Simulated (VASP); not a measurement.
# C5N in VASP: further runs

The runs below take C5N through single point, with PBE+D3(BJ).

Program: VASP 6.6.1. These are calculated values, not measurements. Logs are shortened: lines on timing, memory, paths and dates and some standing lists are left out, and cuts for length are marked.

## 1. The cell of the first run

The cell holds a slab with vacuum, 12 atoms: a = 3.647 Å, b = 4.269 Å, c = 23.131 Å, α = 90.00°, β = 90.00°, γ = 112.97°.

## 2. Single point, PBE+D3(BJ)

File INCAR:

```
  PREC = Accurate
  ENCUT = 520
  EDIFF = 1E-6
  ISMEAR = 0
  SIGMA = 0.05
  LREAL = False
  LASPH = True
  NELM = 80
  ALGO = Normal
  ISIF = 2
  LWAVE = False
  LCHARG = False
  LDIPOL = True
  IDIPOL = 3
  DIPOL = 0.5 0.5 0.319
  GGA = PE
  IVDW = 12
  NBANDS = 37
```

File KPOINTS:

```
Automatic mesh
0
Gamma
  8 7 1
```

File POSCAR:

```
C5N
1.0
    3.6473242087      0.0000000000      0.0000000000
   -1.6658829526      3.9310150920      0.0000000000
    0.0000000000      0.0000000000     23.1309581756
C N
10 2
Direct
    0.5001799340      0.3333933113      0.1729284178
    0.4998200660      0.6666066887      0.1729284178
    0.5001799340      0.8333933113      0.2262110668
    0.4998200660      0.1666066887      0.2262110668
    0.5000212336      0.3353169660      0.2794744906
    0.4999787664      0.6646830340      0.2794744906
    0.5001286265      0.8366480411      0.3329734377
    0.4998713735      0.1633519589      0.3329734377
    0.4997623706      0.3544335280      0.3817809063
    0.5002376294      0.6455664720      0.3817809063
    0.9997623706      0.6044335280      0.4985075883
    0.9997623706      0.6044335280      0.5460629032
```

Potentials or basis: VASP PAW PBE potentials, release 64 (C, N).

Command:

```sh
$ cat potpaw_PBE.64/C/POTCAR potpaw_PBE.64/N/POTCAR > POTCAR
$ mpirun -np 1 vasp_std > vasp.out
```

OUTCAR:

```text
PREC = Accurate
   ENCUT = 520
   EDIFF = 1E-6
   ISMEAR = 0
   LREAL = False
   LASPH = True
   NELM = 80
   ISIF = 2
   GGA = PE
   IVDW = 12
 IVDW          = 12

 ion  position               nearest neighbor table
   1  0.500  0.333  0.173-   2 1.42   4 1.42
   2  0.500  0.667  0.173-   1 1.42   3 1.42
   3  0.500  0.833  0.226-   4 1.42   2 1.42   6 1.43
   4  0.500  0.167  0.226-   3 1.42   1 1.42   5 1.43
   5  0.500  0.335  0.279-   6 1.41   4 1.43   8 1.44
   6  0.500  0.665  0.279-   5 1.41   3 1.43   7 1.44
   7  0.500  0.837  0.333-  10 1.39   8 1.40   6 1.44
   8  0.500  0.163  0.333-   9 1.39   7 1.40   5 1.44
   9  0.500  0.354  0.382-  10 1.24   8 1.39
  10  0.500  0.646  0.382-   9 1.24   7 1.39
  11  1.000  0.604  0.499-  12 1.10
  12  1.000  0.604  0.546-  11 1.10

  LATTYP: Found a simple monoclinic cell.
 ALAT       =     3.6473242087
 B/A-ratio  =     6.3418980195
 C/A-ratio  =     1.1705654048
 COS(beta)  =    -0.3901884683

  Lattice vectors:

 A1 = (   3.6473242087,   0.0000000000,   0.0000000000)
 A2 = (   0.0000000000,   0.0000000000, -23.1309581756)
 A3 = (  -1.6658829526,   3.9310150920,   0.0000000000)

Analysis of symmetry for initial positions (statically):
=====================================================================
 Subroutine PRICEL returns:
 Original cell was already a primitive cell.

 Routine SETGRP: Setting up the symmetry group for a
 simple monoclinic supercell.

 Subroutine GETGRP returns: Found  1 space group operations
 (whereof  1 operations were pure point group operations)
 out of a pool of  4 trial point group operations.

The static configuration has the point symmetry C_1 .

Analysis of symmetry for dynamics (positions and initial velocities):
=====================================================================
 Subroutine PRICEL returns:
 Original cell was already a primitive cell.

 Routine SETGRP: Setting up the symmetry group for a
 simple monoclinic supercell.

 Subroutine GETGRP returns: Found  1 space group operations
 (whereof  1 operations were pure point group operations)
 out of a pool of  4 trial point group operations.

The dynamic configuration has the point symmetry C_1 .

 Subroutine INISYM returns: Found  1 space group operations
 (whereof  1 operations are pure point group operations),
 and found     1 'primitive' translations

----------------------------------------------------------------------------------------

                                     Primitive cell

  volume of cell :     331.6444
[... 130 lines left out ...]
  volume/ion in A,a.u.               =      27.64       186.50
  Fermi-wavevector in a.u.,A,eV,Ry     =   0.871312  1.646542 10.329345  0.759185
  Thomas-Fermi vector in A             =   1.990402
   LORBIT       =      0    0 simple, 1 ext, 2 COOP (PROOUT), +10 PAW based schemes
   GGA     = PE    functional components
   LHFCALC =     F    Hartree Fock is set to
   AEXX    =    0.0000 exact exchange contribution
   IVDW    =    12    specifies the selected vdW correction
   LEPSILON=     F    determine dielectric tensor
   LRPA    =     F    only Hartree local field effects (RPA)
 non-spin polarized calculation
 Gauss-broadening in eV      SIGMA  =   0.05
  energy-cutoff  :      520.00
  volume of cell :      331.64
 maximum number of plane-waves:      8966
   NGX = 13   NGY = 15   NGZ = 87

 dipolmoment           0.000000      0.000000      0.021839 electrons x Angstroem

 number of electron      49.9999997 magnetization

 dipolmoment           0.000000      0.000000     -0.071565 electrons x Angstroem

 Free energy of the ion-electron system (eV)
  ---------------------------------------------------
  ext. energy  EPLUGINS =         0.00000000
  ---------------------------------------------------
  free energy    TOTEN  =       -99.09020732 eV

  energy without entropy =      -99.08705588  energy(sigma->0) =      -99.08863160

 E-fermi :  -2.8162     XC(G=0):  -4.3663

 val. band max:       -2.8219179530   @ k =  -0.1250   0.4286   0.0000
 cond. band min:      -2.7538846008   @ k =  -0.2500   0.4286   0.0000
 fundamental gap:      0.0680333522
 Fermi energy:        -2.8161732003

 k-point     1 :       0.0000    0.0000    0.0000
  band No.  band energies     occupation
      1     -25.9547      2.00000
      2     -21.5257      2.00000
      3     -19.6800      2.00000
      4     -16.9715      2.00000
      5     -16.1064      2.00000
      6     -15.5041      2.00000
[... 949 lines left out ...]
     36       5.3039      0.00000
     37       5.4917      0.00000

 [... further k-points ...]

------------------------ aborting loop because EDIFF is reached ----------------------------------------

 vacuum level on the upper side and lower side of the slab       (xc-potential included)        -0.553         0.302

 Edisp (eV)   -1.30341

 E8    (eV) :    -0.3799

  FORCE on cell =-STRESS in cart. coord.  units (eV):
  Direction    XX          YY          ZZ          XY          YZ          ZX
  --------------------------------------------------------------------------------------
  -------------------------------------------------------------------------------------
  Total       0.23576    -1.55154     0.05531     0.62390     0.07529     0.10661
  in kB       1.13895    -7.49550     0.26719     3.01405     0.36375     0.51504
  external pressure =       -2.03 kB  Pullay stress =        0.00 kB

 VOLUME and BASIS-vectors are now :
 -----------------------------------------------------------------------------
  energy-cutoff  :      520.00
  volume of cell :      331.64
      direct lattice vectors                 reciprocal lattice vectors
     3.647324209  0.000000000  0.000000000     0.274173598  0.116189104  0.000000000
    -1.665882953  3.931015092  0.000000000     0.000000000  0.254387220  0.000000000
     0.000000000  0.000000000 23.130958176     0.000000000  0.000000000  0.043232104

 POSITION                                       TOTAL-FORCE (eV/Angst)
 -----------------------------------------------------------------------------------
      1.26892      1.31057      4.00000        -2.626276      6.145889      1.136714
      0.71252      2.62044      4.00000         2.625940     -6.146892      1.137833
      0.43598      3.27608      5.23248        -0.155907      0.382804     -1.176469
      1.54546      0.65493      5.23248         0.156599     -0.379828     -1.176282
      1.26514      1.31814      6.46451         0.007475     -0.004727     -0.005376
      0.71630      2.61288      6.46451        -0.002052     -0.000091     -0.002757
      0.43037      3.28888      7.70199        -0.020264     -0.000305      0.027742
      1.55107      0.64214      7.70199         0.008283      0.009562      0.011305
      1.23235      1.39328      8.83096        -0.009429     -0.107448     -0.017241
      0.74909      2.53773      8.83096        -0.028186      0.067531     -0.067886
      2.63954      2.37604     11.53096         0.054258      0.042740     -2.048698
      2.63954      2.37604     12.63096        -0.010442     -0.009236      2.181115
 -----------------------------------------------------------------------------------
    total drift:                               -0.000007      0.000022     -0.000088

  FREE ENERGIE OF THE ION-ELECTRON SYSTEM (eV)
  ---------------------------------------------------
  free  energy   TOTEN  =      -100.3936168336 eV

  energy  without entropy=     -100.3904653900  energy(sigma->0) =     -100.39204111

 vacuum level on the upper side and lower side of the slab         2.710         3.598
```

OSZICAR:

```text
N       E                     dE             d eps       ncg     rms          rms(c)
DAV:   1     0.380981873905E+03    0.38098E+03   -0.20782E+04  2154   0.109E+03
DAV:   2    -0.508478899783E+02   -0.43183E+03   -0.41413E+03  3030   0.261E+02
DAV:   3    -0.104962885075E+03   -0.54115E+02   -0.53364E+02  2672   0.972E+01
[... 16 lines left out ...]
DAV:  20    -0.990901863735E+02   -0.27754E-04   -0.15562E-06  2015   0.682E-03    0.149E-03
DAV:  21    -0.990902010080E+02   -0.14635E-04   -0.13515E-06  2070   0.548E-03    0.918E-04
DAV:  22    -0.990902055667E+02   -0.45587E-05   -0.38704E-07  1857   0.327E-03    0.416E-04
DAV:  23    -0.990902067121E+02   -0.11455E-05   -0.10328E-07  1443   0.150E-03    0.330E-04
DAV:  24    -0.990902073218E+02   -0.60965E-06   -0.41697E-08  1533   0.830E-04
   1 F= -.10039362E+03 E0= -.10039204E+03  d E =-.315144E-02
```

Run time: 18 min. Hardware: 1 thread of Intel Xeon 8259CL, shared host; peak memory 0.56 GiB.

What came out:

```yaml
Free_energy: -100.3936 eV
Largest_force: 6.780 eV/Å
Band_gap_on_the_k_mesh: zero (bands 25 and 26 overlap by 0.75 eV)
Dispersion_energy_per_atom: -0.109 eV
```

Forces on the atoms (eV/Å):
```
C   -2.626  6.146  1.137
C    2.626 -6.147  1.138
C   -0.156  0.383 -1.176
C    0.157 -0.380 -1.176
C    0.007 -0.005 -0.005
C   -0.002  0.000 -0.003
C   -0.020  0.000  0.028
C    0.008  0.010  0.011
C   -0.009 -0.107 -0.017
C   -0.028  0.068 -0.068
N    0.054  0.043 -2.049
N   -0.010 -0.009  2.181
```

Caveat: the standard files for N, O and F lose accuracy on very short bonds.

## 3. Single point, PBE+D3(BJ)

File INCAR:

```
SYSTEM = C5N
  ALGO = Normal
  DIPOL = 0.5 0.5 0.319
  EDIFF = 1E-6
  ENCUT = 520
  GGA = PE
  IDIPOL = 3
  ISIF = 2
  ISMEAR = 0
  IVDW = 12
  LASPH = .True.
  LCHARG = .False.
  LDIPOL = .True.
  LREAL = .False.
  LWAVE = .False.
  NBANDS = 37
  NELM = 60
  PREC = Accurate
  SIGMA = 0.05
```

File KPOINTS:

```
k-points
0
Gamma
  8 7 1
  0 0 0
```

Changes to POSCAR since step 2:

```diff
@@ -18,3 +18,3 @@
     0.5002376294      0.6455664720      0.3817809063
-    0.9997623706      0.6044335280      0.4985075883
-    0.9997623706      0.6044335280      0.5460629032
+    1.2497623706      0.3544335280      0.4985075883
+    1.2497623706      0.3544335280      0.5460629032
```

Potentials or basis: VASP PAW PBE potentials, release 64 (C, N).

Command:

```sh
$ cat potpaw_PBE.64/C/POTCAR potpaw_PBE.64/N/POTCAR > POTCAR
$ mpirun -np 1 vasp_std > vasp.out
```

Run time: 19 min. Hardware: 1 thread of Intel Xeon 8259CL, shared host; peak memory 0.56 GiB.

It converged, with:

```
Free energy                : -100.2738 eV
Largest force              : 6.773 eV/Å
Band gap on the k mesh     : zero (bands 25 and 26 overlap by 0.75 eV)
Dispersion energy per atom : -0.109 eV
```

Forces on the atoms (eV/Å):
```
C   -2.622  6.141  1.135
C    2.625 -6.139  1.133
C   -0.162  0.372 -1.176
C    0.156 -0.382 -1.176
C   -0.007  0.000 -0.008
C   -0.017  0.011 -0.015
C    0.041 -0.028 -0.019
C    0.009 -0.004  0.019
C    0.134 -0.015 -0.260
C    0.012  0.182 -0.136
N   -0.214 -0.175 -1.731
N    0.046  0.036  2.234
```

Levels at points of the mesh, in eV from the Fermi level:
```csv
k point,band 22,band 23,band 24,band 25,band 26,band 27,band 28,band 29
"(0.00, 0.00, 0.00)",-1.45,-1.37,-1.31,0.64,0.70,1.27,1.76,2.20
"(0.50, 0.00, 0.00)",-1.66,-1.06,-0.74,0.10,1.12,1.31,1.94,2.03
```

Caveat: the standard files for N, O and F lose accuracy on very short bonds.

(Part 1 of 2 ends here.)

The gap in the log of VASP goes by the Fermi energy; the results here count the filled bands.